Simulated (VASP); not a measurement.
**MoS2: single point with PBE**

Crystal: MoS2.

```xyz
3
Lattice="3.1710 0.0000 0.0000 -1.5855 2.7461 0.0000 0.0000 0.0000 6.8100" Properties=species:S:1:pos:R:3 pbc="T T T"
Mo    0.0000    0.0000    0.0000
S     0.0000    1.8308    1.5563
S     0.0000    1.8308    5.2538
```

- Program: VASP 6.6.1
- Task: single point
- Functional: PBE
- Potentials or basis: VASP PAW PBE potentials, release 64 (Mo_sv, S)
- Cutoff: 520 eV
- k mesh: 6 × 6 × 2
- Occupations: gaussian, width 0.01 eV
- Spin: no spin polarisation

The pressure is 2.0 GPa. The largest force is 0.125 eV/Å and the band gap on the k mesh is 1.28 eV, indirect (least direct gap 1.69 eV).

Forces in eV/Å, atoms in the order of the input:
```
Mo   0.000  0.000  0.000
S    0.000  0.000  0.125
S    0.000  0.000 -0.125
```

Stress tensor (GPa, compression positive):
```
1.63 0.00 0.00
0.00 1.63 0.00
0.00 0.00 2.85
```

Levels at points of the mesh, in eV from the valence-band top:
```csv
k point,band 9,band 10,band 11,band 12,band 13,band 14,band 15,band 16,band 17,band 18
"(0.00, 0.00, 0.00)",-3.05,-1.92,-1.92,-1.55,-0.76,2.41,2.41,2.62,2.62,5.68
"(0.50, 0.00, 0.00)",-4.68,-3.59,-1.99,-1.41,-1.20,1.87,2.32,3.78,4.03,5.25
"(0.00, 0.00, 0.50)",-3.04,-2.78,-1.93,-1.93,0.00,2.36,2.36,2.68,2.68,5.93
"(0.50, 0.00, 0.50)",-4.38,-3.61,-2.62,-1.36,-0.89,1.88,2.45,3.25,3.89,6.45
```

Wall time 8.9 s on 1 thread of Intel(R) Xeon(R) Platinum 8488C (Sapphire Rapids) (shared host), peak memory 0.17 GiB.

Caveat: the k points lie up to 0.46 Å⁻¹ apart; this functional lacks dispersion, which binds the layers, so the pressure and a relaxed spacing across them are unreliable. As with any semilocal functional, this PBE gap is likely too small.
